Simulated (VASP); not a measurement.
Here is a VASP 6.6.1 calculation.

The input INCAR:

```
SYSTEM = Hf
PREC = Accurate
ENCUT = 520
EDIFF = 1E-7
ISMEAR = -1
SIGMA = 0.06122561905347299
LREAL = .FALSE.
LASPH = .TRUE.
NELM = 100
ALGO = Normal
ISIF = 2
LWAVE = .FALSE.
LCHARG = .FALSE.
GGA = PE
NBANDS = 11
```

Contents of KPOINTS:

```
regular mesh
0
G
  42 42 42
  0 0 0
```

POSCAR

```
Hf
1.0
    0.0000000000      2.2126004078      2.2126004078
    2.2126004078      0.0000000000      2.2126004078
    2.2126004078      2.2126004078      0.0000000000
Hf
1
Direct
    0.0000000000      0.0000000000      0.0000000000
```

Potentials or basis: VASP PAW PBE potentials, release 64 (Hf_pv).

Command:

```console
$ cat potpaw_PBE.64/Hf_pv/POTCAR > POTCAR
$ mpirun -np 1 vasp_std > vasp.out
```

Problem. Predict the pressure.

Solution. 4.0 GPa.

Problem. Predict the band gap on the k mesh.

Solution. Zero (band 5 reaches 6.38 eV, above the bottom of band 6 at 4.27 eV).

Caveat: spin-orbit coupling is left out, which moves the levels of the heavy elements.
